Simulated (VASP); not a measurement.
Write the native input for VASP 6.6.1 that does the following.

```
Task                   : relaxation of cell and atoms
Functional             : PBE
Potentials or basis    : VASP PAW PBE potentials, release 64 (Mg, Si, N)
Cutoff                 : 600 eV
k mesh                 : 6 × 6 × 6
Occupations            : gaussian, width 0.1 eV
Spin                   : no spin polarisation
Dipole correction      : no
Further INCAR settings : ALGO = Normal; EDIFF = 1e-06; IBRION = 2; EDIFFG = -0.04; NSW = 90; ISIF = 3
```

The structure of MgSi3N2 lies in POSCAR:

```
MgSi3N2
1.0
    2.4364301200      1.4066735900      3.9402007400
   -2.4364301200      1.4066735900      3.9402007400
    0.0000000000     -2.8133471700      3.9402007400
Mg Si N
1 3 2
Direct
    0.0000000000      0.0000000000      0.0000000000
    0.0000000000      0.5000000000      0.0000000000
    0.5000000000      0.0000000000      0.0000000000
    0.0000000000      0.0000000000      0.5000000000
    0.6225940000      0.6225940000      0.6225940000
    0.3774060000      0.3774060000      0.3774060000
```

The cell was generated, and may not be a known phase.

One way to write it, as run:

INCAR

```
SYSTEM = MgSi3N2
PREC = Accurate
ENCUT = 600
EDIFF = 1E-6
ISMEAR = 0
SIGMA = 0.1
LREAL = .FALSE.
LASPH = .TRUE.
NELM = 60
ALGO = Normal
ISIF = 3
LWAVE = .FALSE.
LCHARG = .FALSE.
GGA = PE
IBRION = 2
NSW = 90
EDIFFG = -0.04
```

KPOINTS

```
regular mesh
0
G
  6 6 6
  0 0 0
```

Potentials or basis: VASP PAW PBE potentials, release 64 (Mg, Si, N).

The run is started by

```console
$ cat potpaw_PBE.64/Mg/POTCAR potpaw_PBE.64/Si/POTCAR potpaw_PBE.64/N/POTCAR > POTCAR
$ mpirun -np 1 vasp_std > vasp.out
```

Results of the run:

- Relaxed volume: 20.27 Å³/atom
- Relaxed cell: a = 5.498 Å, b = 5.498 Å, c = 5.498 Å, α = 61.55°, β = 61.55°, γ = 61.55°
- Space group after relaxing (to 0.1 Å): R-3m (No. 166)
- Pressure after relaxing: 0.3 GPa
- Largest force after relaxing: 0.025 eV/Å
- Band gap on the k mesh: zero (bands 12 and 13 overlap by 0.78 eV)

Caveat: the volume moved by over 15 % at a fixed basis, so the end points are rough.

It took 14 min on 1 thread of Intel(R) Xeon(R) 6975P-C (Granite Rapids), on a shared host, peak memory 0.29 GiB.
